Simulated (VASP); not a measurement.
A run of VASP 6.6.1:

INCAR

```
PREC = Accurate
ENCUT = 520
EDIFF = 1E-7
ISMEAR = 1
SIGMA = 0.05
LREAL = F
LASPH = T
NELM = 80
ALGO = Normal
ISIF = 2
LWAVE = F
LCHARG = T
GGA = PS
LELF = T
LVHAR = T
NBANDS = 32
```

KPOINTS

```
Automatic mesh
0
Gamma
  8 8 4
```

POSCAR

```
Lu
1.0
    3.3984459812      0.0000000000      0.0000000000
   -1.6992229906      2.9431405531      0.0000000000
    0.0000000000      0.0000000000      5.3850682335
Lu
2
Direct
    0.3333333333      0.6666666667      0.2500000000
    0.6666666667      0.3333333333      0.7500000000
```

Potentials or basis: VASP PAW PBE potentials, release 64 (Lu).

The run is started by

```bash
$ cat potpaw_PBE.64/Lu/POTCAR > POTCAR
$ mpirun -np 1 vasp_std > vasp.out
```

Hardware: 1 thread of Intel(R) Xeon(R) Platinum 8559C (Emerald Rapids), with other jobs on the host.

Question: How long does it take, and how much memory?

Answer: Run time: 61 s on 1 thread of Intel(R) Xeon(R) Platinum 8559C (Emerald Rapids), on a shared host, peak memory 0.2 GiB. Counts: scf iterations 13, k points 30.
